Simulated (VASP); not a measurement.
A run of VASP 6.6.1 is set up as follows.

Contents of INCAR:

```
PREC = Accurate
ENCUT = 600
EDIFF = 1E-6
ISMEAR = -1
SIGMA = 0.05
LREAL = False
LASPH = True
NELM = 80
ALGO = Normal
ISIF = 3
LWAVE = False
LCHARG = False
GGA = PS
IBRION = 2
NSW = 80
EDIFFG = -0.02
PSTRESS = 200.0
```

KPOINTS

```
Automatic mesh
0
Gamma
  7 7 7
```

Contents of POSCAR:

```
Tl
1.0
    0.0000000000      3.3350000000      3.3350000000
    3.3350000000      0.0000000000      3.3350000000
    3.3350000000      3.3350000000      0.0000000000
Tl
2
Direct
    0.0000000000      0.0000000000      0.0000000000
    0.2500000000      0.2500000000      0.2500000000
```

Potentials or basis: VASP PAW PBE potentials, release 64 (Tl_d).

Command:

```console
$ cat potpaw_PBE.64/Tl_d/POTCAR > POTCAR
$ mpirun -np 1 vasp_std > vasp.out
```

Question: Estimate the space group after relaxing (to 0.1 Å).

Answer: Fd-3m (No. 227).

Question: What does it give for the relaxed cell?

Answer: a = 4.288 Å, b = 4.288 Å, c = 4.288 Å, α = 60.00°, β = 60.00°, γ = 60.00°.

Question: What does it give for the band gap on the k mesh?

Answer: Zero (bands 13 and 14 overlap by 4.88 eV).

Question: Estimate the relaxed volume.

Answer: 27.87 Å³/atom.

The path:
```tsv
step	energy change (eV)	largest force (eV/Å)	pressure (GPa)	volume (Å³)
1	0.0000	0.0000	2.41	74.19
2	6.9104	0.0000	116.09	38.49
3	0.8660	0.0000	16.96	57.48
4	0.9733	0.0000	18.60	56.51
5	1.0668	0.0000	20.08	55.73
```

Caveat: the cell is relaxed towards a set pressure, so the run minimises the enthalpy, not the energy; the volume moved by over 15 % at a fixed basis, so the end points are rough; the PAW data sets were made with another functional, which shifts forces and pressure a little; spin-orbit coupling is left out, which moves the levels of the heavy elements.
